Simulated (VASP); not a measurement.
# Co (P-3m1) in VASP: further runs

The runs below take Co through single point, with r2SCAN.

All numbers are computed with VASP 6.6.1; they aren't measurements. Logs are shortened: lines on timing, memory, paths and dates and some standing lists are left out, and cuts for length are marked.

## 1. The cell of the first run

Symmetry: P-3m1, No. 164, trigonal system. Conventional cell: a = 2.471 Å, b = 2.471 Å, c = 4.036 Å, α = 90.00°, β = 90.00°, γ = 120.00°. Co (site symmetry 3m) has 12 Co at 2.41 to 2.54 Å within 3.2 Å.

## 2. Single point, r2SCAN, collinear spin, ferromagnetic start

Contents of POSCAR:

```
Co
1.0
    2.4706706468      0.0000000000      0.0000000000
   -1.2353353234      2.1396635445      0.0000000000
    0.0000000000      0.0000000000      4.0360182824
Co
2
Direct
    0.3333333333      0.6666666667      0.7401390000
    0.6666666667      0.3333333333      0.2598610000
```

Contents of INCAR.step1:

```
SYSTEM = Co
PREC     = Accurate       ! precision mode
ENCUT    = 520            ! plane-wave cutoff, eV
ISMEAR   = -1             ! smearing method
SIGMA    = 0.05           ! smearing width, eV
LREAL    = .FALSE.        ! projectors in reciprocal space
LASPH    = .TRUE.         ! aspherical terms in the spheres
NELM     = 150            ! most SCF steps
ISPIN    = 2              ! spin polarisation
MAGMOM   = 2 2            ! initial moments
LMAXMIX  = 4              ! l up to which the mixer works
NBANDS   = 20             ! bands
GGA      = PE             ! functional
ALGO     = Normal         ! electronic algorithm
EDIFF    = 1E-4           ! SCF threshold, eV
LWAVE    = .TRUE.         ! write WAVECAR
LCHARG   = .FALSE.        ! write CHGCAR
```

Contents of INCAR.step2:

```
SYSTEM = Co
PREC     = Accurate       ! precision mode
ENCUT    = 520            ! plane-wave cutoff, eV
EDIFF    = 1E-7           ! SCF threshold, eV
ISMEAR   = -1             ! smearing method
SIGMA    = 0.05           ! smearing width, eV
LREAL    = .FALSE.        ! projectors in reciprocal space
LASPH    = .TRUE.         ! aspherical terms in the spheres
NELM     = 150            ! most SCF steps
ALGO     = Normal         ! electronic algorithm
ISIF     = 2              ! what is computed and relaxed
LWAVE    = .FALSE.        ! write WAVECAR
LCHARG   = .FALSE.        ! write CHGCAR
ISPIN    = 2              ! spin polarisation
MAGMOM   = 2 2            ! initial moments
LORBIT   = 11             ! projections on sites
LMAXMIX  = 4              ! l up to which the mixer works
METAGGA  = R2SCAN         ! meta-GGA
LMIXTAU  = .TRUE.       
NBANDS   = 20             ! bands
ISTART   = 1
```

Contents of KPOINTS:

```
Automatic mesh
0
G
  12 12 7
  0 0 0
```

Potentials or basis: VASP PAW PBE potentials, release 64 (Co).

Launch:

```bash
$ cat potpaw_PBE.64/Co/POTCAR > POTCAR
$ cp INCAR.step1 INCAR
$ mpirun -np 1 vasp_std > vasp.out
$ cp INCAR.step2 INCAR
$ mpirun -np 1 vasp_std > vasp.out
```

OUTCAR:

```text
SYSTEM = Co
   PREC = Accurate
   ENCUT = 520
   EDIFF = 1E-7
   ISMEAR = -1
   LREAL = .FALSE.
   LASPH = .TRUE.
   NELM = 150
   ISIF = 2
   ISPIN = 2
   LORBIT = 11
   METAGGA = R2SCAN
   ISTART = 1

 ion  position               nearest neighbor table
   1  0.333  0.667  0.740-   2 2.41   2 2.41   2 2.41   2 2.54   2 2.54   2 2.54
   2  0.667  0.333  0.260-   1 2.41   1 2.41   1 2.41   1 2.54   1 2.54   1 2.54

  LATTYP: Found a hexagonal cell.
 ALAT       =     2.4706706468
 C/A-ratio  =     1.6335719565

  Lattice vectors:

 A1 = (   2.4706706468,   0.0000000000,   0.0000000000)
 A2 = (  -1.2353353234,   2.1396635445,   0.0000000000)
 A3 = (   0.0000000000,   0.0000000000,   4.0360182824)

Analysis of symmetry for initial positions (statically):
=====================================================================
 Subroutine PRICEL returns:
 Original cell was already a primitive cell.

 Routine SETGRP: Setting up the symmetry group for a
 hexagonal supercell.

 Subroutine GETGRP returns: Found 12 space group operations
 (whereof 12 operations were pure point group operations)
 out of a pool of 24 trial point group operations.

The static configuration has the point symmetry D_3d.

Analysis of symmetry for dynamics (positions and initial velocities):
=====================================================================
 Subroutine PRICEL returns:
 Original cell was already a primitive cell.

 Routine SETGRP: Setting up the symmetry group for a
 hexagonal supercell.

 Subroutine GETGRP returns: Found 12 space group operations
 (whereof 12 operations were pure point group operations)
 out of a pool of 24 trial point group operations.

The dynamic configuration has the point symmetry D_3d.

Analysis of structural, dynamic, and magnetic symmetry:
=====================================================================
 Subroutine PRICEL returns:
 Original cell was already a primitive cell.

 Routine SETGRP: Setting up the symmetry group for a
 hexagonal supercell.

 Subroutine GETGRP returns: Found 12 space group operations
 (whereof 12 operations were pure point group operations)
 out of a pool of 24 trial point group operations.

The overall configuration has the point symmetry D_3d.

 Subroutine INISYM returns: Found 12 space group operations
 (whereof 12 operations are pure point group operations),
 and found     1 'primitive' translations

----------------------------------------------------------------------------------------

                                     Primitive cell

[... 106 lines left out ...]
   EFERMI_NEDOS =   21; number of points for ismear=-14 and -15
   IALGO  =     38    algorithm
   IMIX   =      4    mixing-type and parameters
     AMIX     =   0.40;   BMIX     =  1.00
     AMIX_MAG =   1.60;   BMIX_MAG =  1.00
  volume/ion in A,a.u.               =      10.67        71.99
  Fermi-wavevector in a.u.,A,eV,Ry     =   1.546896  2.923210 32.557216  2.392888
  Thomas-Fermi vector in A             =   2.652067
   LORBIT       =     11    0 simple, 1 ext, 2 COOP (PROOUT), +10 PAW based schemes
   METAGGA = R2SCAN    functional components
   LHFCALC =     F    Hartree Fock is set to
   AEXX    =    0.0000 exact exchange contribution
   IVDW    =     0    specifies the selected vdW correction
   LEPSILON=     F    determine dielectric tensor
   LRPA    =     F    only Hartree local field effects (RPA)
 spin polarized calculation
  energy-cutoff  :      520.00
  volume of cell :       21.34
 maximum number of plane-waves:       587
   NGX =  9   NGY =  9   NGZ = 15

 number of electron      17.9999993 magnetization       3.5608272

 Free energy of the ion-electron system (eV)
  ---------------------------------------------------
  ext. energy  EPLUGINS =         0.00000000
  ---------------------------------------------------
  free energy    TOTEN  =       -26.42457741 eV

  energy without entropy =      -26.41581063  energy(sigma->0) =      -26.42019402

 E-fermi :  10.5929     XC(G=0): -14.7890

 val. band max:       10.5795109512   @ k =  -0.0833   0.2500   0.2857
 cond. band min:      10.6150397090   @ k =   0.2500   0.0000   0.4286
 fundamental gap:      0.0355287578
 Fermi energy:        10.5929211604

 spin component 1

 k-point     1 :       0.0000    0.0000    0.0000
  band No.  band energies     occupation
      1       1.1044      1.00000
      2       4.6832      1.00000
      3       7.1095      1.00000
      4       7.1303      1.00000
      5       7.1305      1.00000
      6       7.4634      1.00000
[... 541 lines left out ...]
     19      38.1465      0.00000
     20      39.1177      0.00000

 [... further k-points ...]

 spin component 2

 k-point     1 :       0.0000    0.0000    0.0000
  band No.  band energies     occupation
      1       0.5472      1.00000
      2       5.8599      1.00000
      3       9.3965      1.00000
      4       9.6601      1.00000
      5       9.6601      1.00000
      6       9.8429      1.00000
[... 541 lines left out ...]
     19      38.8514      0.00000
     20      39.8881      0.00000

 [... further k-points ...]
[... 5 lines left out ...]
  --------------------------------------------------------------------------------------
  -------------------------------------------------------------------------------------
  Total        0.1021511      0.1021511      0.2099443      0.0000000     -0.0000000      0.0000000
  in kB        7.6707943      7.6707943     15.7652608      0.0000000     -0.0000000      0.0000000
  external PRESSURE =      10.3689498 kB  Pullay stress =       0.0000000 kB

 VOLUME and BASIS-vectors are now :
 -----------------------------------------------------------------------------
  energy-cutoff  :      520.00
  volume of cell :       21.34
      direct lattice vectors                 reciprocal lattice vectors
     2.470670647  0.000000000  0.000000000     0.404748404  0.233681600  0.000000000
    -1.235335323  2.139663544  0.000000000     0.000000000  0.467363199  0.000000000
     0.000000000  0.000000000  4.036018282     0.000000000  0.000000000  0.247768947

 POSITION                                       TOTAL-FORCE (eV/Angst)
 -----------------------------------------------------------------------------------
     -0.00000      1.42644      2.98721         0.000000      0.000000      0.254967
      1.23534      0.71322      1.04880        -0.000000     -0.000000     -0.254967
 -----------------------------------------------------------------------------------
    total drift:                                0.000000     -0.000000     -0.000000

  FREE ENERGIE OF THE ION-ELECTRON SYSTEM (eV)
  ---------------------------------------------------
  free  energy   TOTEN  =       -26.4245774071 eV

  energy  without entropy=      -26.4158106277  energy(sigma->0) =      -26.42019402

 total charge

# of ion       s       p       d       tot
------------------------------------------
    1        0.521   0.582   7.231   8.335
    2        0.521   0.582   7.231   8.335
--------------------------------------------------
tot          1.042   1.165  14.462  16.669

 magnetization (x)

# of ion       s       p       d       tot
------------------------------------------
    1       -0.010  -0.081   1.930   1.839
    2       -0.010  -0.081   1.930   1.839
--------------------------------------------------
tot         -0.019  -0.163   3.859   3.677
```

Run time: 4.3 min. Hardware: 1 thread of Intel Xeon Platinum 8488C (Sapphire Rapids), shared host; peak memory 0.18 GiB.

What came out:

```yaml
Free_energy: -26.4246 eV
Pressure: 1.0 GPa
Largest_force: 0.255 eV/Å
Net_moment: 3.56 μB per cell
Site_moments: Co +1.84 μB
Valence_electrons_inside_the_program's_atomic_spheres: Co 8.34
```

Forces on the atoms (eV/Å):
```
Co   0.000  0.000  0.255
Co   0.000  0.000 -0.255
```

Stress tensor (GPa, compression positive):
```
0.77 0.00 0.00
0.00 0.77 0.00
0.00 0.00 1.58
```

Levels at points of the mesh, in eV from the Fermi level:
Spin up:
```csv
k point,band 9,band 10,band 11,band 12,band 13,band 14
"(0.00, 0.00, 0.00)",-2.79,-1.67,-1.67,-0.37,6.09,22.93
"(0.50, 0.00, 0.00)",-1.50,-1.25,0.90,3.12,9.67,10.74
```
Spin down:
| k point | band 3 | band 4 | band 5 | band 6 | band 7 | band 8 | band 9 | band 10 | band 11 | band 12 |
| --- | --- | --- | --- | --- | --- | --- | --- | --- | --- | --- |
| (0.00, 0.00, 0.00) | -1.20 | -0.93 | -0.93 | -0.75 | -0.72 | -0.72 | 0.20 | 0.20 | 1.31 | 1.31 |
| (0.50, 0.00, 0.00) | -3.55 | -2.33 | -1.11 | -1.04 | -0.65 | 1.38 | 1.43 | 1.76 | 2.62 | 4.43 |

Caveat: the PAW data sets were made with another functional, which shifts forces and pressure a little.

## 3. Single point, r2SCAN, collinear spin, ferromagnetic start

This run uses another cell than the first one, of 10.89 Å³/atom, 1.020 times its volume.

Contents of POSCAR:

```
Co
1.0
    2.4873648738      0.0000000000      0.0000000000
   -1.2436824369      2.1541211692      0.0000000000
    0.0000000000      0.0000000000      4.0632895034
Co
2
Direct
    0.3333333333      0.6666666667      0.7401390000
    0.6666666667      0.3333333333      0.2598610000
```

Edit INCAR.step1 of step 2 so:

```diff
@@ -5,4 +5,4 @@
 SIGMA    = 0.05           ! smearing width, eV
-LREAL    = .FALSE.        ! projectors in reciprocal space
-LASPH    = .TRUE.         ! aspherical terms in the spheres
+LREAL    = .False.        ! projectors in reciprocal space
+LASPH    = .True.         ! aspherical terms in the spheres
 NELM     = 150            ! most SCF steps
@@ -15,3 +15,3 @@
 EDIFF    = 1E-4           ! SCF threshold, eV
-LWAVE    = .TRUE.         ! write WAVECAR
-LCHARG   = .FALSE.        ! write CHGCAR
+LWAVE    = .True.         ! write WAVECAR
+LCHARG   = .False.        ! write CHGCAR
```

Contents of INCAR.step2:

```
SYSTEM = Co
PREC     = Accurate       ! precision mode
ENCUT    = 520            ! plane-wave cutoff, eV
EDIFF    = 1E-6           ! SCF threshold, eV
ISMEAR   = -1             ! smearing method
SIGMA    = 0.05           ! smearing width, eV
LREAL    = .False.        ! projectors in reciprocal space
LASPH    = .True.         ! aspherical terms in the spheres
NELM     = 150            ! most SCF steps
ALGO     = Normal         ! electronic algorithm
ISIF     = 2              ! what is computed and relaxed
LWAVE    = .False.        ! write WAVECAR
LCHARG   = .False.        ! write CHGCAR
ISPIN    = 2              ! spin polarisation
MAGMOM   = 2 2            ! initial moments
LORBIT   = 11             ! projections on sites
LMAXMIX  = 4              ! l up to which the mixer works
METAGGA  = R2SCAN         ! meta-GGA
LMIXTAU  = .True.       
NBANDS   = 20             ! bands
ISTART   = 1
```

Contents of KPOINTS:

```
Automatic mesh
0
Gamma
  12 12 7
  0 0 0
```

Potentials or basis: VASP PAW PBE potentials, release 64 (Co).

Launch:

```bash
$ cat potpaw_PBE.64/Co/POTCAR > POTCAR
$ cp INCAR.step1 INCAR
$ mpirun -np 1 vasp_std > vasp.out
$ cp INCAR.step2 INCAR
$ mpirun -np 1 vasp_std > vasp.out
```

OUTCAR:

```text
SYSTEM = Co
   PREC = Accurate
   ENCUT = 520
   EDIFF = 1E-6
   ISMEAR = -1
   LREAL = .False.
   LASPH = .True.
   NELM = 150
   ISIF = 2
   ISPIN = 2
   LORBIT = 11
   METAGGA = R2SCAN
   ISTART = 1

 ion  position               nearest neighbor table
   1  0.333  0.667  0.740-   2 2.42   2 2.42   2 2.42   2 2.55   2 2.55   2 2.55
   2  0.667  0.333  0.260-   1 2.42   1 2.42   1 2.42   1 2.55   1 2.55   1 2.55

  LATTYP: Found a hexagonal cell.
 ALAT       =     2.4873648738
 C/A-ratio  =     1.6335719565

  Lattice vectors:

 A1 = (   2.4873648738,   0.0000000000,   0.0000000000)
 A2 = (  -1.2436824369,   2.1541211692,   0.0000000000)
 A3 = (   0.0000000000,   0.0000000000,   4.0632895034)

Analysis of symmetry for initial positions (statically):
=====================================================================
 Subroutine PRICEL returns:
 Original cell was already a primitive cell.

 Routine SETGRP: Setting up the symmetry group for a
 hexagonal supercell.

 Subroutine GETGRP returns: Found 12 space group operations
 (whereof 12 operations were pure point group operations)
[... 741 lines left out ...]

 k-point     1 :       0.0000    0.0000    0.0000
  band No.  band energies     occupation
      1       0.3762      1.00000
      2       5.6729      1.00000
      3       9.1377      1.00000
      4       9.4088      1.00000
      5       9.4088      1.00000
      6       9.5655      1.00000
[... 541 lines left out ...]
     19      38.2055      0.00000
     20      39.2250      0.00000

 [... further k-points ...]
[... 5 lines left out ...]
  --------------------------------------------------------------------------------------
  -------------------------------------------------------------------------------------
  Total       -0.5197605     -0.5197605     -0.3641072      0.0000000      0.0000000     -0.0000000
  in kB      -38.2495606    -38.2495606    -26.7949186      0.0000000      0.0000000     -0.0000000
  external PRESSURE =     -34.4313466 kB  Pullay stress =       0.0000000 kB

 VOLUME and BASIS-vectors are now :
 -----------------------------------------------------------------------------
  energy-cutoff  :      520.00
  volume of cell :       21.77
      direct lattice vectors                 reciprocal lattice vectors
     2.487364874  0.000000000  0.000000000     0.402031889  0.232113220  0.000000000
    -1.243682437  2.154121169  0.000000000     0.000000000  0.464226439  0.000000000
     0.000000000  0.000000000  4.063289503     0.000000000  0.000000000  0.246106018

 POSITION                                       TOTAL-FORCE (eV/Angst)
 -----------------------------------------------------------------------------------
     -0.00000      1.43608      3.00740         0.000000      0.000000      0.189564
      1.24368      0.71804      1.05589        -0.000000      0.000000     -0.189564
 -----------------------------------------------------------------------------------
    total drift:                                0.000000     -0.000000     -0.000000

  FREE ENERGIE OF THE ION-ELECTRON SYSTEM (eV)
  ---------------------------------------------------
  free  energy   TOTEN  =       -26.4212982552 eV

  energy  without entropy=      -26.4131605224  energy(sigma->0) =      -26.41722939

 total charge

# of ion       s       p       d       tot
------------------------------------------
    1        0.512   0.564   7.217   8.293
    2        0.512   0.564   7.217   8.293
--------------------------------------------------
tot          1.025   1.129  14.434  16.587

 magnetization (x)

# of ion       s       p       d       tot
------------------------------------------
    1       -0.010  -0.081   1.943   1.853
    2       -0.010  -0.081   1.943   1.853
--------------------------------------------------
tot         -0.019  -0.162   3.886   3.706
```

OUTCAR.step1:

```text
SYSTEM = Co
   PREC = Accurate
   ENCUT = 520
   ISMEAR = -1
   LREAL = .False.
   LASPH = .True.
[... 1346 lines left out ...]
     -0.00000      1.43608      3.00740        -0.000000      0.000000      0.484051
      1.24368      0.71804      1.05589         0.000000     -0.000000     -0.484051
 -----------------------------------------------------------------------------------
    total drift:                                0.000000     -0.000000     -0.000000

  FREE ENERGIE OF THE ION-ELECTRON SYSTEM (eV)
  ---------------------------------------------------
  free  energy   TOTEN  =       -14.0536076115 eV

  energy  without entropy=      -14.0384454286  energy(sigma->0) =      -14.04602652
```

Run time: 3.8 min. Hardware: 1 thread of Intel Xeon Platinum 8488C (Sapphire Rapids), shared host; peak memory 0.18 GiB.

What came out:

```
Free energy                                           : -26.4213 eV
Pressure                                              : -3.4 GPa
Largest force                                         : 0.190 eV/Å
Net moment                                            : 3.58 μB per cell
Site moments                                          : Co +1.85 μB
Valence electrons inside the program's atomic spheres : Co 8.29
```

Forces in eV/Å, atoms in the order of the input:
```
Co   0.000  0.000  0.190
Co   0.000  0.000 -0.190
```

Stress tensor (GPa, compression positive):
```
-3.82  0.00  0.00
 0.00 -3.82  0.00
 0.00  0.00 -2.68
```

Caveat: the PAW data sets were made with another functional, which shifts forces and pressure a little.

[end of part 1 of 2]
